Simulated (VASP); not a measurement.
Input of a VASP 6.6.1 run:

The input INCAR:

```
SYSTEM = LiHF2
PREC = Accurate
ENCUT = 520
EDIFF = 1E-8
ISMEAR = 0
SIGMA = 0.01
LREAL = .False.
LASPH = .True.
NELM = 80
ALGO = Normal
ISIF = 2
LWAVE = .False.
LCHARG = .True.
GGA = PS
IBRION = 8
NSW = 1
```

The input KPOINTS:

```
Automatic mesh
0
Gamma
  8 8 8
  0 0 0
```

POSCAR

```
LiHF2
1.0
    1.4955276471      0.8634432896      4.3795877372
   -1.4955276471      0.8634432896      4.3795877372
    0.0000000000     -1.7268865793      4.3795877372
Li H F
1 1 2
Direct
    0.0000000000      0.0000000000      0.0000000000
    0.5000000000      0.5000000000      0.5000000000
    0.4131272606      0.4131272606      0.4131272606
    0.5868727394      0.5868727394      0.5868727394
```

Potentials or basis: VASP PAW PBE potentials, release 64 (Li_sv, H, F).

The run is started by

```bash
$ cat potpaw_PBE.64/Li_sv/POTCAR potpaw_PBE.64/H/POTCAR potpaw_PBE.64/F/POTCAR > POTCAR
$ mpirun -np 1 vasp_std > vasp.out
```

Predict the highest phonon frequency at Γ, LO-TO splitting left out.

1794 cm⁻¹.

Phonon frequencies in cm⁻¹ (negative: imaginary):
```
              q point                                     frequencies
(0.000, 0.000, 0.000)  -2 -2 0 155 155 299 299 322 675 1127 1127 1794
```
